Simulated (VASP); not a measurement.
The system is Eu.

```
Eu
1.0
    -2.22747    2.22747    2.22747
     2.22747   -2.22747    2.22747
     2.22747    2.22747   -2.22747
Eu
1
Cartesian
  0.0000 0.0000 0.0000
```

Base run:

- Program: VASP 6.6.1
- Functional: r2SCAN
- Potentials or basis: VASP PAW PBE potentials, release 64 (Eu)
- Cutoff: 520 eV
- k mesh: 10 × 10 × 10
- Occupations: fermi-dirac, width 1 eV
- Spin: collinear spin, ferromagnetic start
- Starting moments: [7.31] μB

Its results: pressure 0.3 GPa; net moment 6.66 μB per cell; site moments Eu +6.06 μB.

The run is repeated on the same cell with these changes: occupations from fermi-dirac, width 1 eV to fermi-dirac, width 0.2 eV. What comes out?

Pressure -0.4 GPa; net moment 7.79 μB per cell; site moments Eu +6.69 μB.

Caveats: the PAW data sets were made with another functional, which shifts forces and pressure a little; so wide a smearing shifts energies and pressures (at least some runs).
